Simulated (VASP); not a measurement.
Runs of VASP 6.6.1 on ZnNi. The structure is that of space group P4/mmm (No. 123), or close to it. The cells are those of the table. 

| task | cell | cutoff (eV) | gap on the mesh (eV) | pressure (GPa) |
| --- | --- | --- | --- | --- |
| single point | a = 2.649, b = 2.649, c = 3.216 Å, 2 atoms | 520 | none | (a) |
| relaxation of shape and atoms at fixed volume | relaxed from a = 2.615, b = 2.615, c = 3.171 Å, 2 atoms | 600 | none | 5.0 |
| single point | a = 2.615, b = 2.615, c = 3.170 Å, 2 atoms | 520 | none | 5.2 |
| relaxation of shape and atoms at fixed volume | relaxed from a = 2.650, b = 2.650, c = 3.214 Å, 2 atoms | 600 | none | -2.8 |

Alike in all rows: level LDA; potentials or basis VASP PAW LDA potentials, release 64 (Zn, Ni); no spin polarisation; k mesh 16 × 16 × 14; smearing fermi-dirac 0.15 eV.

Task: Estimate the missing entries.

Result: (a) -2.5.

Caveats: the cell stands under pressure (at least some runs).

A gap of «none» marks levels without a gap at the run's occupations.
